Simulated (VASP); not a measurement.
The system is Be4Te.

```
Be Te
1.0
    -2.82440    2.82440    2.11023
     2.82440   -2.82440    2.11023
     2.82440    2.82440   -2.11023
Be Te
4 1
Direct
  0.18393 0.18393 0.53422
  0.64970 0.64970 0.46578
  0.81607 0.35030 0.00000
  0.35030 0.81607 0.00000
  0.00000 0.00000 0.00000
```

The cell was built from a structure type or drawn by symmetry, and may not be a known phase.

```yaml
Program: VASP 6.6.1
Task: relaxation of cell and atoms
Functional: PBE
Potentials_or_basis: VASP PAW PBE potentials, release 64 (Be, Te)
Cutoff: 600 eV
k_mesh: 6 × 6 × 6
Occupations: gaussian, width 0.1 eV
Spin: no spin polarisation
```

At the start: pressure 18.9 GPa; volume 13.47 Å³/atom.

**Question.** How do energy, volume and symmetry change on relaxing?

**Answer.** Over 30 steps the energy falls by 345.0 meV/atom and the volume is 15.37 Å³/atom (+14.2 %); space group I-42m (No. 121, to 0.1 Å) before and after.

The path:
| step | energy change (eV) | largest force (eV/Å) | pressure (GPa) | volume (Å³) |
| --- | --- | --- | --- | --- |
| 1 | 0.0000 | 2.6744 | 18.92 | 67.34 |
| 2 | -1.5288 | 0.4794 | -2.56 | 83.93 |
| 3 | -1.5293 | 0.4617 | -2.76 | 84.23 |
| 4 | -1.6254 | 0.3527 | -1.02 | 81.42 |
| 5 | -1.6483 | 0.2637 | 0.50 | 79.50 |
| 6 | -1.6484 | 0.2545 | 0.66 | 79.31 |
| 7 | -1.6707 | 0.1509 | 0.30 | 79.46 |
| 8 | -1.6864 | 0.0827 | -0.26 | 79.79 |
| 9 | -1.6868 | 0.0553 | -0.20 | 79.75 |
| 10 | -1.6929 | 0.0397 | -0.23 | 79.39 |
| 11 | -1.6961 | 0.0666 | -0.19 | 78.87 |
| 12 | -1.6979 | 0.0593 | 0.15 | 78.32 |
| 13 | -1.6984 | 0.0557 | 0.44 | 77.88 |
| 14 | -1.6995 | 0.0505 | 0.38 | 77.90 |
| 15 | -1.7020 | 0.0432 | 0.24 | 77.96 |
| 16 | -1.7042 | 0.0695 | 0.03 | 78.07 |
| 17 | -1.7067 | 0.0404 | -0.16 | 78.17 |
| 18 | -1.7135 | 0.0790 | -0.72 | 78.43 |
| 19 | -1.6892 | 0.1956 | -1.84 | 78.87 |
| 20 | -1.7149 | 0.1007 | -0.92 | 78.51 |
| 21 | -1.7151 | 0.1085 | -1.03 | 78.55 |
| 22 | -1.7155 | 0.1098 | -1.04 | 78.51 |
| 23 | -1.7160 | 0.1150 | -1.06 | 78.38 |
| 24 | -1.7170 | 0.1110 | -0.98 | 78.27 |
| 25 | -1.7197 | 0.0996 | -0.68 | 77.92 |
| 26 | -1.7230 | 0.0785 | -0.16 | 77.22 |
| 27 | -1.7216 | 0.0388 | 0.99 | 75.85 |
| 28 | -1.7238 | 0.0639 | 0.24 | 76.72 |
| 29 | -1.7242 | 0.0577 | 0.22 | 76.76 |
| 30 | -1.7251 | 0.0396 | 0.15 | 76.86 |

Final structure:
```cif
data_structure
_symmetry_space_group_name_H-M 'P 1'
_symmetry_Int_Tables_number 1
_cell_length_a 4.7128
_cell_length_b 4.7128
_cell_length_c 4.7128
_cell_angle_alpha 102.926
_cell_angle_beta 102.926
_cell_angle_gamma 123.546
_cell_volume 76.86
loop_
_atom_site_label
_atom_site_type_symbol
_atom_site_fract_x
_atom_site_fract_y
_atom_site_fract_z
_atom_site_occupancy
Be1 Be 0.23402 0.23402 0.61026 1
Be2 Be 0.62376 0.62376 0.38974 1
Be3 Be 0.76598 0.37624 0.00000 1
Be4 Be 0.37624 0.76598 0.00000 1
Te1 Te 0.00000 0.00000 0.00000 1
```
